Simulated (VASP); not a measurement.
# NbP (F-43m) in VASP: density of states with PBE

Aim: the density of states of NbP with PBE.

Program: VASP 6.6.1. These are calculated values, not measurements. Logs are shortened: lines on timing, memory, paths and dates and some standing lists are left out, and cuts for length are marked.

**1. The cell of the first run**

The structure is cubic, space group F-43m (No. 216). Conventional cell: a = 5.123 Å, b = 5.123 Å, c = 5.123 Å, α = 90.00°, β = 90.00°, γ = 90.00°. Within 2.9 Å of Nb (site symmetry -43m) lie 4 P at 2.22 Å. Within 2.9 Å of P (site symmetry -43m) lie 4 Nb at 2.22 Å.

**2. Density of states, PBE**

Input file POSCAR:

```
NbP
1.0
    0.0000000000      2.5615940000      2.5615940000
    2.5615940000      0.0000000000      2.5615940000
    2.5615940000      2.5615940000      0.0000000000
Nb P
1 1
Direct
    0.0000000000      0.0000000000      0.0000000000
    0.2500000000      0.2500000000      0.2500000000
```

Input file INCAR.step1:

```
  PREC = Accurate
  ENCUT = 400
  EDIFF = 1E-6
  ISMEAR = -1
  SIGMA = 0.1
  LREAL = F
  LASPH = T
  NELM = 120
  ALGO = Normal
  ISIF = 2
  LWAVE = F
  LCHARG = T
  LMAXMIX = 4
  GGA = PE
  NBANDS = 16
  GGA_COMPAT = F
  NEDOS = 2001
  LORBIT = 11
```

Input file KPOINTS.step1:

```
regular mesh
0
Gamma
  11 11 11
```

Input file INCAR.step2:

```
  PREC = Accurate
  ENCUT = 400
  EDIFF = 1E-6
  ISMEAR = -5
  SIGMA = 0.1
  LREAL = F
  LASPH = T
  NELM = 120
  ALGO = Normal
  ISIF = 2
  LWAVE = F
  LCHARG = F
  LMAXMIX = 4
  GGA = PE
  LORBIT = 11
  NEDOS = 1001
  ICHARG = 11
  GGA_COMPAT = F
```

Input file KPOINTS.step2:

```
regular mesh
0
Gamma
  17 17 17
```

Potentials or basis: VASP PAW PBE potentials, release 64 (Nb_sv, P).

Run with:

```console
$ cat potpaw_PBE.64/Nb_sv/POTCAR potpaw_PBE.64/P/POTCAR > POTCAR
$ cp INCAR.step1 INCAR
$ cp KPOINTS.step1 KPOINTS
$ mpirun -np 1 vasp_std > vasp.out
$ cp INCAR.step2 INCAR
$ cp KPOINTS.step2 KPOINTS
$ mpirun -np 1 vasp_std > vasp.out
```

OUTCAR:

```text
PREC = Accurate
   ENCUT = 400
   EDIFF = 1E-6
   ISMEAR = -5
   LREAL = F
   LASPH = T
   NELM = 120
   ISIF = 2
   GGA = PE
   LORBIT = 11
   ICHARG = 11

 ion  position               nearest neighbor table
   1  0.000  0.000  0.000-   2 2.22   2 2.22   2 2.22   2 2.22
   2  0.250  0.250  0.250-   1 2.22   1 2.22   1 2.22   1 2.22

  LATTYP: Found a face centered cubic cell.
 ALAT       =     5.1231880000

  Lattice vectors:

 A1 = (   0.0000000000,   2.5615940000,   2.5615940000)
 A2 = (   2.5615940000,   0.0000000000,   2.5615940000)
 A3 = (   2.5615940000,   2.5615940000,   0.0000000000)

Analysis of symmetry for initial positions (statically):
=====================================================================
 Subroutine PRICEL returns:
 Original cell was already a primitive cell.

 Routine SETGRP: Setting up the symmetry group for a
 face centered cubic supercell.

 Subroutine GETGRP returns: Found 24 space group operations
 (whereof 24 operations were pure point group operations)
 out of a pool of 48 trial point group operations.

The static configuration has the point symmetry T_d .

Analysis of symmetry for dynamics (positions and initial velocities):
=====================================================================
 Subroutine PRICEL returns:
 Original cell was already a primitive cell.

 Routine SETGRP: Setting up the symmetry group for a
 face centered cubic supercell.

 Subroutine GETGRP returns: Found 24 space group operations
 (whereof 24 operations were pure point group operations)
 out of a pool of 48 trial point group operations.

The dynamic configuration has the point symmetry T_d .

 Subroutine INISYM returns: Found 24 space group operations
 (whereof 24 operations are pure point group operations),
 and found     1 'primitive' translations

----------------------------------------------------------------------------------------

                                     Primitive cell

  volume of cell :      33.6171

  direct lattice vectors                    reciprocal lattice vectors
     0.000000000  2.561594000  2.561594000    -0.195190963  0.195190963  0.195190963
     2.561594000  0.000000000  2.561594000     0.195190963 -0.195190963  0.195190963
     2.561594000  2.561594000  0.000000000     0.195190963  0.195190963 -0.195190963

  length of vectors
     3.622640976  3.622640976  3.622640976     0.338080665  0.338080665  0.338080665

  position of ions in fractional coordinates (direct lattice)
     0.000000000  0.000000000  0.000000000
     0.250000000  0.250000000  0.250000000

  ion indices of the primitive-cell ions
   primitive index   ion index
                 1           1
                 2           2

----------------------------------------------------------------------------------------

 KPOINTS: regular mesh

Automatic generation of k-mesh.
 Grid dimensions read from file:
 generate k-points for:   17   17   17

 Generating k-lattice:

  Cartesian coordinates                     Fractional coordinates (reciprocal lattice)
    -0.011481821  0.011481821  0.011481821     0.058823529  0.000000000  0.000000000
     0.011481821 -0.011481821  0.011481821     0.000000000  0.058823529  0.000000000
     0.011481821  0.011481821 -0.011481821     0.000000000  0.000000000  0.058823529

  Length of vectors
     0.019887098  0.019887098  0.019887098

  Shift w.r.t. Gamma in fractional coordinates (k-lattice)
     0.000000000  0.000000000  0.000000000

 TETIRR: Found    693 inequivalent tetrahedra from    29478

 Subroutine IBZKPT returns following result:
 ===========================================

 Found    165 irreducible k-points:

 Following reciprocal coordinates:
            Coordinates               Weight
  0.000000  0.000000  0.000000      1.000000
  0.058824  0.000000  0.000000      8.000000
  0.117647  0.000000  0.000000      8.000000
  0.176471  0.000000  0.000000      8.000000
  0.235294  0.000000  0.000000      8.000000
  0.294118  0.000000  0.000000      8.000000
[... 16 lines left out ...]
 -0.176471  0.058824  0.000000     24.000000
 -0.117647  0.058824  0.000000     24.000000
 [... further k-points ...]
   k-points           NKPTS =    165   k-points in BZ     NKDIM =    165   number of bands    NBANDS=     13
   number of dos      NEDOS =   1001   number of ions     NIONS =      2
   total plane-waves  NPLWV =  13824
   dimension x,y,z NGX =    24 NGY =   24 NGZ =   24
   dimension x,y,z NGXF=    48 NGYF=   48 NGZF=   48
   ions per type =               1   1
   NGX,Y,Z   is equivalent  to a cutoff of  11.01, 11.01, 11.01 a.u.
   NGXF,Y,Z  is equivalent  to a cutoff of  22.03, 22.03, 22.03 a.u.
 SYSTEM =  unknown system
   PREC   = accura    normal or accurate (medium, high low for compatibility)
   ISTART =      0    job   : 0-new  1-cont  2-samecut
   ICHARG =     11    charge: 1-file 2-atom 10-const
   ISPIN  =      1    spin polarized calculation?
   LNONCOLLINEAR =      F non collinear calculations
   LSORBIT =      F    spin-orbit coupling
   LASPH  =      T    aspherical Exc in radial PAW
   ENCUT  =  400.0 eV  29.40 Ry    5.42 a.u.   5.91  5.91  5.91*2*pi/ulx,y,z
   NELM   =    120;   NELMIN=  2; NELMDL=  0     # of ELM steps
   EDIFF  = 0.1E-05   stopping-criterion for ELM
   LREAL  =      F    real-space projection
   EDIFFG = 0.1E-04   stopping-criterion for IOM
   NSW    =      0    number of steps for IOM
   IBRION =     -1    ionic relax: 0-MD 1-quasi-New 2-CG
   NFREE  =      0    steps in history (QN), initial steepest desc. (CG)
   ISIF   =      2    stress and relaxation
   ISYM   =      2    0-nonsym 1-usesym 2-fastsym
   POTIM  = 0.5000    time-step for ionic-motion
   TEBEG  =    0.0;   TEEND  =   0.0 temperature during run
   PSTRESS=    0.0 pullay stress
   NELECT =      18.0000    total number of electrons
   NUPDOWN=      -1.0000    fix difference up-down
   EMIN   =  10.00;   EMAX   =-10.00  energy-range for DOS
   EFERMI =   0.00;   METHOD = LEGACY
   ISMEAR =    -5;   SIGMA  =   0.10  broadening in eV -4-tet -1-fermi 0-gaus
   EFERMI_NEDOS =   21; number of points for ismear=-14 and -15
   IALGO  =     38    algorithm
   IMIX   =      4    mixing-type and parameters
     AMIX     =   0.40;   BMIX     =  1.00
     AMIX_MAG =   1.60;   BMIX_MAG =  1.00
  volume/ion in A,a.u.               =      16.81       113.43
  Fermi-wavevector in a.u.,A,eV,Ry     =   1.329368  2.512142 24.044495  1.767220
  Thomas-Fermi vector in A             =   2.458536
   LORBIT       =     11    0 simple, 1 ext, 2 COOP (PROOUT), +10 PAW based schemes
   GGA     = PE    functional components
   LHFCALC =     F    Hartree Fock is set to
   AEXX    =    0.0000 exact exchange contribution
   IVDW    =     0    specifies the selected vdW correction
   LEPSILON=     F    determine dielectric tensor
   LRPA    =     F    only Hartree local field effects (RPA)
 non-spin polarized calculation
 Fermi weights with tetrahedron method with Bloechl corrections
  energy-cutoff  :      400.00
  volume of cell :       33.62
 maximum number of plane-waves:       624

 number of electron      18.0000004 magnetization

 Free energy of the ion-electron system (eV)
  ---------------------------------------------------
  ext. energy  EPLUGINS =         0.00000000
  ---------------------------------------------------
  free energy    TOTEN  =       -14.57406378 eV

  energy without entropy =      -14.57406378  energy(sigma->0) =      -14.57406378

 E-fermi :   9.9175     XC(G=0): -11.4636

 val. band max:        9.9287804485   @ k =   0.4706   0.1176   0.0588
 cond. band min:       9.8907823848   @ k =  -0.2353   0.3529   0.1176
 fundamental gap:     -0.0379980637
 Fermi energy:         9.9174955637

 k-point     1 :       0.0000    0.0000    0.0000
  band No.  band energies     occupation
      1     -44.8585      2.00000
      2     -21.0451      2.00000
      3     -21.0451      2.00000
      4     -21.0451      2.00000
      5      -2.4302      2.00000
      6       5.3760      2.00000
      7       5.3760      2.00000
      8       5.3760      2.00000
      9       9.8138      2.00000
     10       9.8138      2.00000
     11      13.8496      0.00000
     12      16.6521      0.00000
     13      16.6521      0.00000

 k-point     2 :       0.0588    0.0000    0.0000
  band No.  band energies     occupation
      1     -44.8578      2.00000
      2     -21.0550      2.00000
      3     -21.0464      2.00000
      4     -21.0464      2.00000
      5      -2.3786      2.00000
      6       5.3282      2.00000
      7       5.4055      2.00000
      8       5.4055      2.00000
      9       9.7829      2.00000
     10       9.7829      2.00000
     11      13.9883      0.00000
     12      16.5231      0.00000
     13      16.7412      0.00000

 k-point     3 :       0.1176    0.0000    0.0000
  band No.  band energies     occupation
      1     -44.8556      2.00000
      2     -21.0831      2.00000
      3     -21.0502      2.00000
      4     -21.0502      2.00000
      5      -2.2299      2.00000
      6       5.2054      2.00000
      7       5.4877      2.00000
      8       5.4877      2.00000
      9       9.7112      2.00000
     10       9.7112      2.00000
     11      14.3245      0.00000
     12      16.2168      0.00000
     13      16.9521      0.00000
[... 305 lines left out ...]
 k-point    23 :      -0.1765    0.0588    0.0000
  band No.  band energies     occupation
      1     -44.8505      2.00000
      2     -21.1449      2.00000
      3     -21.0670      2.00000
      4     -21.0559      2.00000
      5      -1.8749      2.00000
      6       4.9805      2.00000
      7       5.6586      2.00000
      8       5.6886      2.00000
      9       9.4231      2.00000
     10       9.8440      1.71323
     11      14.4361      0.00000
     12      16.2344      0.00000
     13      16.5406      0.00000

 k-point    24 :      -0.1176    0.0588    0.0000
  band No.  band energies     occupation
      1     -44.8540      2.00000
      2     -21.1005      2.00000
      3     -21.0590      2.00000
      4     -21.0504      2.00000
      5      -2.1193      2.00000
      6       5.1140      2.00000
      7       5.5354      2.00000
      8       5.5730      2.00000
      9       9.5156      2.00000
     10       9.8232      2.16076
     11      14.5229      0.00000
     12      16.1844      0.00000
     13      16.6005      0.00000

 [... further k-points ...]
[... 5 lines left out ...]
  --------------------------------------------------------------------------------------
  -------------------------------------------------------------------------------------
  Total        9.5978903      9.5978903      9.5978903     -0.0000000     -0.0000000      0.0000000
  in kB      457.4308761    457.4308761    457.4308761     -0.0000000     -0.0000000      0.0000000
  external PRESSURE =     457.4308761 kB  Pullay stress =       0.0000000 kB

 VOLUME and BASIS-vectors are now :
 -----------------------------------------------------------------------------
  energy-cutoff  :      400.00
  volume of cell :       33.62
      direct lattice vectors                 reciprocal lattice vectors
     0.000000000  2.561594000  2.561594000    -0.195190963  0.195190963  0.195190963
     2.561594000  0.000000000  2.561594000     0.195190963 -0.195190963  0.195190963
     2.561594000  2.561594000  0.000000000     0.195190963  0.195190963 -0.195190963

 POSITION                                       TOTAL-FORCE (eV/Angst)
 -----------------------------------------------------------------------------------
      0.00000      0.00000      0.00000         0.000000      0.000000      0.000000
      1.28080      1.28080      1.28080        -0.000000     -0.000000     -0.000000
 -----------------------------------------------------------------------------------
    total drift:                                0.000001      0.000001      0.000001

  FREE ENERGIE OF THE ION-ELECTRON SYSTEM (eV)
  ---------------------------------------------------
  free  energy   TOTEN  =       -14.5740637827 eV

  energy  without entropy=      -14.5740637827  energy(sigma->0) =      -14.57406378

 total charge

# of ion       s       p       d       tot
------------------------------------------
    1        2.202   6.040   2.862  11.104
    2        1.075   1.719   0.000   2.794
--------------------------------------------------
tot          3.277   7.760   2.862  13.899
```

It took 49 s on 1 thread of AMD EPYC 7R43 (Zen 3), shared host; peak memory 0.13 GiB.

Results:

```yaml
Valence_electrons_inside_the_program's_atomic_spheres: Nb 11.10; P 2.79
```

Levels at points of the mesh, in eV from the Fermi level:
```
           k point  band 6  band 7  band 8  band 9  band 10  band 11  band 12  band 13
(0.00, 0.00, 0.00)   -4.54   -4.54   -4.54   -0.10    -0.10     3.93     6.73     6.73
```

Caveat: tetrahedron occupations give inexact forces and stress in metals.
